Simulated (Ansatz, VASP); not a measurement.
**Si in VASP and in Ansatz**

```
Si
1.0
    -2.26922    2.37338    1.27441
     2.25647   -2.38613    1.27559
     2.24553    2.36362   -1.29810
Si
2
Direct
  0.80700 0.55700 0.25000
  0.19300 0.44300 0.75000
```

Change from the starting cell: equal xy, yz and zx shear strains of -1 %, crystal datasets.

Alike in both runs: task electric field gradients; functional LDA; k mesh 16 × 16 × 16; occupations fermi-dirac, width 0.05 eV; no spin polarisation.

|  | VASP | Ansatz |
| --- | --- | --- |
| version | VASP 6.6.1 | Ansatz 0.2.0 |
| potentials or method | VASP PAW LDA potentials, release 64 (Si), cutoff 520 eV | all-electron PAW with datasets made for the crystal, scalar-relativistic |

VASP gave:

```
pressure (GPa)                                                : 11.0
traceless stress, the component that is largest in VASP (GPa) : 1.59
rms of the force components (eV/Å)                            : 0.018
size of Vzz on the site where it differs most (V/Å²)          : 26.6
```

Problem. What did Ansatz give for the same quantities?

Solution. Pressure (GPa): 10.8; traceless stress, the component that is largest in VASP (GPa): 1.55; rms of the force components (eV/Å): 0.018; size of Vzz on the site where it differs most (V/Å²): 25.8.

LDA's correlation is that of Perdew and Zunger in VASP and of Perdew and Wang (1992) in Ansatz. Atom by atom the forces differ by 0.000 eV/Å (rms over components). Ansatz ran all-electron here, and VASP with PAW potentials.
